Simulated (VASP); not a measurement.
**Na4Y3N: single point with PBE**

Na4Y3N:

```xyz
8
Lattice="5.4376 0.0000 0.0000 0.0000 5.4376 0.0000 0.0000 0.0000 5.4376" Properties=species:S:1:pos:R:3 pbc="T T T"
Na    2.7188    2.7188    2.7188
Na    0.0000    2.7188    2.7188
Na    2.7188    0.0000    2.7188
Na    2.7188    2.7188    0.0000
Y     2.7188    0.0000    0.0000
Y     0.0000    2.7188    0.0000
Y     0.0000    0.0000    2.7188
N     0.0000    0.0000    0.0000
```

The cell was built from a structure type or drawn by symmetry, and may not be a known phase.

| Quantity | Value |
| --- | --- |
| Program | VASP 6.6.1 |
| Task | single point |
| Functional | PBE |
| Potentials or basis | VASP PAW PBE potentials, release 64 (Na_pv, Y_sv, N) |
| Cutoff | 520 eV |
| k mesh | 4 × 4 × 4 |
| Occupations | gaussian, width 0.1 eV |
| Spin | collinear spin, ferromagnetic start |
| Starting moments | [0.0, 0.0, 0.0, 0.0, 0.0, 0.0, 0.0, 1.0] μB |

```json
{
  "Pressure": "10.5 GPa",
  "Band gap on the k mesh": "zero (filled and empty bands overlap)",
  "Net moment": "0.00 μB per cell",
  "Valence electrons inside the program's atomic spheres": "Na 6.16, 6.25 (each value once); Y 9.55; N 3.46"
}
```

Levels at points of the mesh, in eV from the Fermi level:
Spin up:
```csv
k point,band 29,band 30,band 31,band 32,band 33,band 34,band 35,band 36,band 37,band 38
"(0.00, 0.00, 0.00)",-1.99,-1.03,-1.03,-0.69,-0.69,-0.69,1.33,1.33,1.33,1.57
"(0.50, 0.00, 0.00)",-2.23,-2.09,-0.64,-0.64,-0.18,0.10,0.64,0.67,1.37,1.92
"(0.50, 0.50, 0.00)",-2.17,-1.26,-1.26,-0.73,-0.41,0.58,0.58,0.67,0.67,1.44
"(0.50, 0.50, 0.50)",-2.39,-0.38,-0.38,-0.38,-0.20,-0.20,-0.20,0.83,0.83,0.83
```
Spin down:
```
           k point  band 29  band 30  band 31  band 32  band 33  band 34  band 35  band 36  band 37  band 38
(0.00, 0.00, 0.00)    -1.99    -1.03    -1.03    -0.69    -0.69    -0.69     1.33     1.33     1.33     1.57
(0.50, 0.00, 0.00)    -2.23    -2.09    -0.64    -0.64    -0.18     0.10     0.64     0.67     1.37     1.92
(0.50, 0.50, 0.00)    -2.17    -1.26    -1.26    -0.73    -0.41     0.58     0.58     0.67     0.67     1.44
(0.50, 0.50, 0.50)    -2.39    -0.38    -0.38    -0.38    -0.20    -0.20    -0.20     0.83     0.83     0.83
```

Run time: 94 s on 1 thread of Intel(R) Xeon(R) 6975P-C (Granite Rapids), on a shared host, peak memory 0.36 GiB.

Caveat: the cell stands under pressure.
